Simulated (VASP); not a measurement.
ScAl3: single point with PBE

ScAl3:

```xyz
4
Lattice="4.0878 0.0000 0.0000 0.0000 4.0878 0.0000 0.0000 0.0000 4.0878" Properties=species:S:1:pos:R:3 pbc="T T T"
Sc    0.0000    0.0000    0.0000
Al    2.0439    2.0439    0.0000
Al    0.0000    2.0439    2.0439
Al    2.0439    0.0000    2.0439
```

| Quantity | Value |
| --- | --- |
| Program | VASP 6.6.1 |
| Task | single point |
| Functional | PBE |
| Potentials or basis | VASP PAW PBE potentials, release 64 (Sc_sv, Al) |
| Cutoff | 520 eV |
| k mesh | 7 × 7 × 7 |
| Occupations | gaussian, width 0.014 eV |
| Spin | no spin polarisation |
| Dipole correction | no |
| Further INCAR settings | ALGO = Normal; EDIFF = 1e-07; NBANDS = 18 |

* Pressure: 1.1 GPa
* Band gap on the k mesh: zero (band 10 reaches 8.28 eV, above the bottom of band 11 at 4.60 eV)

Levels at points of the mesh, in eV from the Fermi level:
```csv
k point,band 6,band 7,band 8,band 9,band 10,band 11,band 12,band 13,band 14,band 15
"(0.00, 0.00, 0.00)",-2.46,-2.46,-1.66,-1.66,-1.66,1.43,1.46,1.46,1.46,4.93
```

It used 19 s of CPU time on 1 thread of AMD EPYC 7R13 Processor (Zen 3), with other jobs on the host.
